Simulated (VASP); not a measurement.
# AgB2 (P6/mmm) in VASP: notebook

Runs on AgB2. Level: PBE. Tasks: electric field gradients.

Program: VASP 6.6.1. These are calculated values, not measurements. Logs are shortened: lines on timing, memory, paths and dates and some standing lists are left out, and cuts for length are marked.

### 1 The cell of the first run

Symmetry: P6/mmm, No. 191, hexagonal system. The conventional cell has a = 3.000 Å, b = 3.000 Å, c = 3.240 Å, α = 90.00°, β = 90.00°, γ = 120.00°. Within 3.1 Å of Ag (site symmetry 6/mmm) lie 12 B at 2.37 Å and 6 Ag at 3.00 Å. B (site symmetry -6m2) has 3 B at 1.73 Å within 2.3 Å.

### 2 Electric field gradients, PBE

Contents of INCAR:

```
SYSTEM = AgB2
PREC = Accurate
ENCUT = 520
EDIFF = 1E-8
ISMEAR = -1
SIGMA = 0.05
LREAL = .False.
LASPH = .True.
NELM = 100
ALGO = Normal
ISIF = 2
LWAVE = .False.
LCHARG = .False.
GGA = PE
LEFG = .True.
NBANDS = 16
```

Contents of KPOINTS:

```
regular mesh
0
Gamma
  16 16 13
  0 0 0
```

Contents of POSCAR:

```
AgB2
1.0
    3.0000016405      0.0000000000      0.0000000000
   -1.5000008203      2.5980776321      0.0000000000
    0.0000000000      0.0000000000      3.2400000000
Ag B
1 2
Direct
    0.0000000000      0.0000000000      0.0000000000
    0.3333333333      0.6666666667      0.5000000000
    0.6666666667      0.3333333333      0.5000000000
```

Potentials or basis: VASP PAW PBE potentials, release 64 (Ag, B).

Launch:

```console
$ cat potpaw_PBE.64/Ag/POTCAR potpaw_PBE.64/B/POTCAR > POTCAR
$ mpirun -np 1 vasp_std > vasp.out
```

OUTCAR:

```text
SYSTEM = AgB2
   PREC = Accurate
   ENCUT = 520
   EDIFF = 1E-8
   ISMEAR = -1
   LREAL = .False.
   LASPH = .True.
   NELM = 100
   ISIF = 2
   GGA = PE

 ion  position               nearest neighbor table
   1  0.000  0.000  0.000-   2 2.37   3 2.37   2 2.37   3 2.37   3 2.37   3 2.37   2 2.37   2 2.37
                             3 2.37   3 2.37   2 2.37   2 2.37
   2  0.333  0.667  0.500-   3 1.73   3 1.73   3 1.73   1 2.37   1 2.37   1 2.37   1 2.37   1 2.37
                             1 2.37
   3  0.667  0.333  0.500-   2 1.73   2 1.73   2 1.73   1 2.37   1 2.37   1 2.37   1 2.37   1 2.37
                             1 2.37

  LATTYP: Found a hexagonal cell.
 ALAT       =     3.0000016405
 C/A-ratio  =     1.0799994094

  Lattice vectors:

 A1 = (   3.0000016405,   0.0000000000,   0.0000000000)
 A2 = (  -1.5000008203,   2.5980776321,   0.0000000000)
 A3 = (   0.0000000000,   0.0000000000,   3.2400000000)

Analysis of symmetry for initial positions (statically):
=====================================================================
 Subroutine PRICEL returns:
 Original cell was already a primitive cell.

 Routine SETGRP: Setting up the symmetry group for a
 hexagonal supercell.

 Subroutine GETGRP returns: Found 24 space group operations
 (whereof 24 operations were pure point group operations)
 out of a pool of 24 trial point group operations.

The static configuration has the point symmetry D_6h.

Analysis of symmetry for dynamics (positions and initial velocities):
=====================================================================
 Subroutine PRICEL returns:
 Original cell was already a primitive cell.

 Routine SETGRP: Setting up the symmetry group for a
 hexagonal supercell.

 Subroutine GETGRP returns: Found 24 space group operations
 (whereof 24 operations were pure point group operations)
 out of a pool of 24 trial point group operations.

The dynamic configuration has the point symmetry D_6h.

 Subroutine INISYM returns: Found 24 space group operations
 (whereof 24 operations are pure point group operations),
 and found     1 'primitive' translations

----------------------------------------------------------------------------------------

                                     Primitive cell

  volume of cell :      25.2533
[... 135 lines left out ...]
  free energy    TOTEN  =       -13.25944838 eV

  energy without entropy =      -13.24778601  energy(sigma->0) =      -13.25361720

 E-fermi :  10.7233     XC(G=0): -13.3005

 val. band max:       10.7229927254   @ k =   0.1875  -0.0000   0.3846
 cond. band min:      10.7297181490   @ k =   0.3125  -0.0000   0.3846
 fundamental gap:      0.0067254236
 Fermi energy:        10.7233182033

 k-point     1 :       0.0000    0.0000    0.0000
  band No.  band energies     occupation
      1      -3.6670      2.00000
      2       3.5811      2.00000
      3       4.0954      2.00000
      4       4.0954      2.00000
      5       5.6589      2.00000
      6       5.6589      2.00000
[... 433 lines left out ...]
      3       3.6337      2.00000
      4       3.7669      2.00000
      5       5.0586      2.00000
      6       5.4589      2.00000
[... 8 lines left out ...]
     15      24.9740      0.00000
     16      26.1937      0.00000

 [... further k-points ...]

------------------------ aborting loop because EDIFF is reached ----------------------------------------

  FORCE on cell =-STRESS in cart. coord.  units (eV):
  Direction    XX          YY          ZZ          XY          YZ          ZX
  --------------------------------------------------------------------------------------
  -------------------------------------------------------------------------------------
  Total        6.7228002      6.7228002     12.0783902     -0.0000000     -0.0000000     -0.0000000
  in kB      426.5227120    426.5227120    766.3038584     -0.0000000     -0.0000000     -0.0000000
  external PRESSURE =     539.7830941 kB  Pullay stress =       0.0000000 kB

 VOLUME and BASIS-vectors are now :
 -----------------------------------------------------------------------------
  energy-cutoff  :      520.00
  volume of cell :       25.25
      direct lattice vectors                 reciprocal lattice vectors
     3.000001640  0.000000000  0.000000000     0.333333151  0.192449984  0.000000000
    -1.500000820  2.598077632  0.000000000     0.000000000  0.384899969  0.000000000
     0.000000000  0.000000000  3.240000000     0.000000000  0.000000000  0.308641975

 POSITION                                       TOTAL-FORCE (eV/Angst)
 -----------------------------------------------------------------------------------
      0.00000      0.00000      0.00000        -0.000000     -0.000000     -0.000000
     -0.00000      1.73205      1.62000         0.000000     -0.000000     -0.000000
      1.50000      0.86603      1.62000        -0.000000      0.000000      0.000000
 -----------------------------------------------------------------------------------
    total drift:                               -0.000000      0.000000      0.000000

  FREE ENERGIE OF THE ION-ELECTRON SYSTEM (eV)
  ---------------------------------------------------
  free  energy   TOTEN  =       -13.2594483792 eV

  energy  without entropy=      -13.2477860118  energy(sigma->0) =      -13.25361720

 Electric field gradients (V/A^2)
---------------------------------------------------------------------
 ion       V_xx      V_yy      V_zz      V_xy      V_xz      V_yz
---------------------------------------------------------------------
   1      35.451    35.451   -70.902    -0.000    -0.000    -0.000
   2     -15.152   -15.152    30.304    -0.000     0.000     0.000
   3     -15.152   -15.152    30.304    -0.000     0.000     0.000
---------------------------------------------------------------------

 Electric field gradients after diagonalization (V/A^2)
 (convention: |V_zz| > |V_xx| > |V_yy|)
----------------------------------------------------------------------
 ion       V_xx      V_yy      V_zz     asymmetry (V_yy - V_xx)/ V_zz
----------------------------------------------------------------------
   1      35.451    35.450   -70.902       0.000
   2     -15.152   -15.152    30.304       0.000
   3     -15.152   -15.152    30.304       0.000
----------------------------------------------------------------------

           NMR quadrupolar parameters

 Cq : quadrupolar parameter    Cq=e*Q*V_zz/h
 eta: asymmetry parameters     (V_yy - V_xx)/ V_zz
 Q  : nuclear electric quadrupole moment in mb (millibarn)
----------------------------------------------------------------------
 ion       Cq(MHz)       eta       Q (mb)
----------------------------------------------------------------------
   1      -0.171       0.000       1.000
   2       0.073       0.000       1.000
   3       0.073       0.000       1.000
----------------------------------------------------------------------
```

OSZICAR:

```text
N       E                     dE             d eps       ncg     rms          rms(c)
DAV:   1     0.699120064414E+02    0.69912E+02   -0.79541E+03  6792   0.989E+02
DAV:   2    -0.159257586464E+02   -0.85838E+02   -0.78631E+02  8760   0.228E+02
DAV:   3    -0.176231588229E+02   -0.16974E+01   -0.16925E+01  7416   0.326E+01
DAV:   4    -0.176274203559E+02   -0.42615E-02   -0.42612E-02  9096   0.176E+00
DAV:   5    -0.176274458829E+02   -0.25527E-04   -0.25527E-04  7512   0.130E-01    0.186E+01
DAV:   6    -0.135911883668E+02    0.40363E+01   -0.80385E+00  7936   0.454E+01    0.168E+01
DAV:   7    -0.133263558633E+02    0.26483E+00   -0.15386E+00  7128   0.135E+01    0.818E+00
DAV:   8    -0.132618925395E+02    0.64463E-01   -0.11333E-01  8408   0.284E+00    0.165E+00
DAV:   9    -0.132605112382E+02    0.13813E-02   -0.50895E-03  7776   0.881E-01    0.178E-01
DAV:  10    -0.132594433244E+02    0.10679E-02   -0.15483E-03  7488   0.376E-01    0.734E-02
DAV:  11    -0.132594481708E+02   -0.48464E-05   -0.93047E-05  7712   0.769E-02    0.105E-02
DAV:  12    -0.132594485628E+02   -0.39197E-06   -0.16042E-06  8648   0.162E-02    0.371E-03
DAV:  13    -0.132594483880E+02    0.17478E-06   -0.23154E-07  7608   0.562E-03    0.876E-04
DAV:  14    -0.132594483735E+02    0.14533E-07   -0.14265E-08  6120   0.929E-04    0.215E-04
DAV:  15    -0.132594483792E+02   -0.57025E-08   -0.22927E-09  4008   0.456E-04
   1 F= -.13259448E+02 E0= -.13253617E+02  d E =-.116624E-01
```

stdout:

```text
POSCAR found type information on POSCAR AgB
 POSCAR found :  2 types and       3 ions
 scaLAPACK will be used
 LDA part: xc-table for (Slater+PW92), standard interpolation
 POSCAR, INCAR and KPOINTS ok, starting setup
 FFT: planning ... GRIDC
 FFT: planning ... GRID_SOFT
 FFT: planning ... GRID
 WAVECAR not read
 entering main loop
ion   1

ion   2

ion   3
```

It took 1.9 min on 1 thread of AMD EPYC 7R43 (Zen 3), shared host; peak memory 0.17 GiB.

What came out:

```yaml
Free_energy: -13.2594 eV
Pressure: 54.0 GPa
```

Electric field gradients, principal values (V/Å²):
```tsv
atom	least	middle	greatest (by size)
1 Ag	35.450	35.451	-70.902
2 B	-15.152	-15.152	30.304
3 B	-15.152	-15.152	30.304
```

Caveat: without QUAD_EFG the Cq values of the log hold for a quadrupole moment of 1 mb, not for the nuclei.

### 3 Electric field gradients, PBE

Contents of INCAR:

```
SYSTEM = AgB2
ALGO = Normal ; EDIFF = 1E-8
ENCUT = 520 ; GGA = PE
ISIF = 2 ; ISMEAR = -1
LASPH = .TRUE. ; LCHARG = .FALSE.
LEFG = .TRUE. ; LREAL = .FALSE.
LWAVE = .FALSE. ; NBANDS = 16
NELM = 100 ; PREC = Accurate
SIGMA = 0.05
```

Contents of KPOINTS:

```
k-points
0
G
  16 16 13
  0 0 0
```

POSCAR is that of step 2.

Potentials or basis: VASP PAW PBE potentials, release 64 (Ag, B).

Launch:

```console
$ cat potpaw_PBE.64/Ag/POTCAR potpaw_PBE.64/B/POTCAR > POTCAR
$ mpirun -np 1 vasp_std > vasp.out
```

OUTCAR:

```text
SYSTEM = AgB2
   EDIFF = 1E-8
   ENCUT = 520
   GGA = PE
   ISIF = 2
   ISMEAR = -1
   LASPH = .TRUE.
   LREAL = .FALSE.
   NELM = 100
   PREC = Accurate

 ion  position               nearest neighbor table
   1  0.000  0.000  0.000-   2 2.37   3 2.37   2 2.37   3 2.37   3 2.37   3 2.37   2 2.37   2 2.37
                             3 2.37   3 2.37   2 2.37   2 2.37
   2  0.333  0.667  0.500-   3 1.73   3 1.73   3 1.73   1 2.37   1 2.37   1 2.37   1 2.37   1 2.37
                             1 2.37
   3  0.667  0.333  0.500-   2 1.73   2 1.73   2 1.73   1 2.37   1 2.37   1 2.37   1 2.37   1 2.37
[... 685 lines left out ...]

 Electric field gradients (V/A^2)
---------------------------------------------------------------------
 ion       V_xx      V_yy      V_zz      V_xy      V_xz      V_yz
---------------------------------------------------------------------
   1      35.451    35.451   -70.902    -0.000    -0.000    -0.000
   2     -15.152   -15.152    30.304    -0.000     0.000     0.000
   3     -15.152   -15.152    30.304    -0.000     0.000     0.000
---------------------------------------------------------------------

 Electric field gradients after diagonalization (V/A^2)
 (convention: |V_zz| > |V_xx| > |V_yy|)
----------------------------------------------------------------------
 ion       V_xx      V_yy      V_zz     asymmetry (V_yy - V_xx)/ V_zz
----------------------------------------------------------------------
   1      35.451    35.450   -70.902       0.000
   2     -15.152   -15.152    30.304       0.000
   3     -15.152   -15.152    30.304       0.000
----------------------------------------------------------------------

           NMR quadrupolar parameters

 Cq : quadrupolar parameter    Cq=e*Q*V_zz/h
 eta: asymmetry parameters     (V_yy - V_xx)/ V_zz
 Q  : nuclear electric quadrupole moment in mb (millibarn)
----------------------------------------------------------------------
 ion       Cq(MHz)       eta       Q (mb)
----------------------------------------------------------------------
   1      -0.171       0.000       1.000
   2       0.073       0.000       1.000
   3       0.073       0.000       1.000
----------------------------------------------------------------------
```

stdout:

```text
POSCAR found type information on POSCAR AgB
 POSCAR found :  2 types and       3 ions
 scaLAPACK will be used
 LDA part: xc-table for (Slater+PW92), standard interpolation
 POSCAR, INCAR and KPOINTS ok, starting setup
 FFT: planning ... GRIDC
 FFT: planning ... GRID_SOFT
 FFT: planning ... GRID
 WAVECAR not read
 entering main loop
ion   1

ion   2

ion   3
```

It took 2 min on 1 thread of AMD EPYC 7R43 (Zen 3), shared host; peak memory 0.16 GiB.

What came out:

```
Free energy : -13.2594 eV
Pressure    : 54.0 GPa
```

Stress tensor (GPa, compression positive):
```
42.65  0.00  0.00
 0.00 42.65  0.00
 0.00  0.00 76.63
```

Levels at points of the mesh, in eV from the Fermi level:
| k point | band 5 | band 6 | band 7 | band 8 | band 9 | band 10 | band 11 | band 12 |
| --- | --- | --- | --- | --- | --- | --- | --- | --- |
| (0.00, 0.00, 0.00) | -5.06 | -5.06 | -3.24 | 1.07 | 1.07 | 5.61 | 5.61 | 5.71 |
| (0.50, 0.00, 0.00) | -5.36 | -4.54 | -3.35 | -3.29 | 2.91 | 4.30 | 6.14 | 6.39 |

Electric field gradients, principal values (V/Å²):
| atom | least | middle | greatest (by size) |
| --- | --- | --- | --- |
| 1 Ag | 35.450 | 35.451 | -70.902 |
| 2 B | -15.152 | -15.152 | 30.304 |
| 3 B | -15.152 | -15.152 | 30.304 |

Caveat: without QUAD_EFG the Cq values of the log hold for a quadrupole moment of 1 mb, not for the nuclei.
